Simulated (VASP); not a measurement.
Input of a VASP 6.6.1 run:

Contents of INCAR:

```
SYSTEM = LiMg12
ALGO     = Normal         ! electronic algorithm
EDIFF    = 1E-6           ! SCF threshold, eV
ENCUT    = 520            ! plane-wave cutoff, eV
GGA      = PE             ! functional
ISIF     = 2              ! what is computed and relaxed
ISMEAR   = 0              ! smearing method
LASPH    = .True.         ! aspherical terms in the spheres
LCHARG   = .False.        ! write CHGCAR
LREAL    = .False.        ! projectors in reciprocal space
LWAVE    = .False.        ! write WAVECAR
NBANDS   = 26             ! bands
NELM     = 60             ! most SCF steps
PREC     = Accurate       ! precision mode
SIGMA    = 0.1            ! smearing width, eV
```

KPOINTS

```
k-points
0
Gamma
  4 3 4
  0 0 0
```

Contents of POSCAR:

```
LiMg12
1.0
    6.4200000000      0.0000000000      0.0000000000
   -4.8150000000      8.3398250000      0.0000000000
    0.0000000000      0.0000000000      5.2130400000
Mg Li
12 1
Direct
   -0.0227328700      0.0051522012      0.0056015562
    0.1329482002      0.2090115223      0.4811278721
    0.0103819451      0.3360000376     -0.0252313094
    0.1566960631      0.5793945019      0.4237851981
   -0.0295648140      0.6398677606     -0.1158810691
    0.2574996575      0.9591938042      0.6034217184
    0.4803609966     -0.0167125440      0.0820400602
    0.6994091195      0.2537573379      0.4912811375
    0.4831348002      0.3116509166     -0.0116095830
    0.5676203825      0.5141709071      0.4915826476
    0.4983434598      0.6627220818     -0.0153368613
    0.6619608813      0.8869419772      0.5322793660
    0.9350487881      0.7671342655      1.3090799767
```

Potentials or basis: VASP PAW PBE potentials, release 64 (Mg, Li_sv).

Command:

```bash
$ cat potpaw_PBE.64/Mg/POTCAR potpaw_PBE.64/Li_sv/POTCAR > POTCAR
$ mpirun -np 1 vasp_std > vasp.out
```

(1) Estimate the band gap on the k mesh.

(2) Predict the largest force.

Answers

(1) zero (an odd number of electrons rules out a gap without spin polarisation).

(2) 0.008 eV/Å.
